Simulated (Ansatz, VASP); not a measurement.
**Te in VASP and in Ansatz**

File INCAR:

```
SYSTEM = Te
PREC = Accurate
ENCUT = 520
EDIFF = 1E-8
ISMEAR = -1
SIGMA = 0.05
LREAL = .False.
LASPH = .True.
NELM = 100
ALGO = Normal
ISIF = 2
LWAVE = .False.
LCHARG = .False.
GGA = PE
LEFG = .True.
NBANDS = 16
```

Contents of KPOINTS:

```
Automatic mesh
0
Gamma
  8 8 8
  0 0 0
```

File POSCAR:

```
Te
1.0
    4.2341000000     -2.3712000000      0.0000000000
    4.2341000000      2.3712000000      0.0000000000
   -0.1304500000      0.0000000000      3.9573500000
Te
3
Direct
    0.6760000000      0.6760000000      0.6750000000
    0.3240000000      0.3240000000      0.3250000000
    0.0000000000      0.0000000000      0.0000000000
```

Input for Ansatz:

```yaml
crystal:
  lattice:
    - [4.2341, -2.3712, 0.0]
    - [4.2341, 2.3712, 0.0]
    - [-0.13045, 0.0, 3.95735]
  atoms:
    - { symbol: Te, position: [0.676, 0.676, 0.675] }
    - { symbol: Te, position: [0.324, 0.324, 0.325] }
    - { symbol: Te, position: [0.0, 0.0, 0.0] }
kpoints:
  mp_grid: { grid: [8, 8, 8] }
  band_path:
    path:
      - [0.0, 0.0, 0.0]
      - [-0.3284920764, 0.3284920764, 0.0]
      - [-0.6715079236, -0.3284920764, 0.0]
      - [-0.5, -0.5, 0.0]
      - [0.0, 0.0, 0.0]
      - [-0.5, -0.5, 0.5]
      - [-0.6770386277, -0.3229613723, 0.5]
      - [-0.3229613723, 0.3229613723, 0.5]
      - [0.0, 0.0, 0.5]
    npoints: 8
scf:
  occupations: { method: fermi_dirac, width: 0.05 }
hamiltonian:
  xc: pbe
  pseudopotentials: { kind: all_electron, datasets: crystal }
output:
  forces: true
  stress: true
  eigenvalues: true
  efg: { contact_densities: true }
```

Alike in both runs: task electric field gradients; functional PBE; k mesh 8 × 8 × 8; occupations fermi-dirac, width 0.05 eV; no spin polarisation.

```csv
,VASP,Ansatz
version,VASP 6.6.1,Ansatz 0.2.0
potentials or method,"VASP PAW PBE potentials, release 64 (Te), cutoff 520 eV","all-electron PAW with datasets made for the crystal, scalar-relativistic"
```

VASP gave:

| Item | Value |
| --- | --- |
| pressure (GPa) | 9.3 |
| traceless stress, the component that is largest in VASP (GPa) | 1.01 |
| rms of the force components (eV/Å) | 0.238 |
| size of Vzz on the site where it differs most (V/Å²) | 312.2 |

Question: Estimate Ansatz's values.

Answer: Pressure (GPa): 9.4; traceless stress, the component that is largest in VASP (GPa): 1.01; rms of the force components (eV/Å): 0.236; size of Vzz on the site where it differs most (V/Å²): 323.8.

Atom by atom the forces differ by 0.002 eV/Å (rms over components). Ansatz ran all-electron here, and VASP with PAW potentials.

Neither program's run includes spin-orbit coupling.
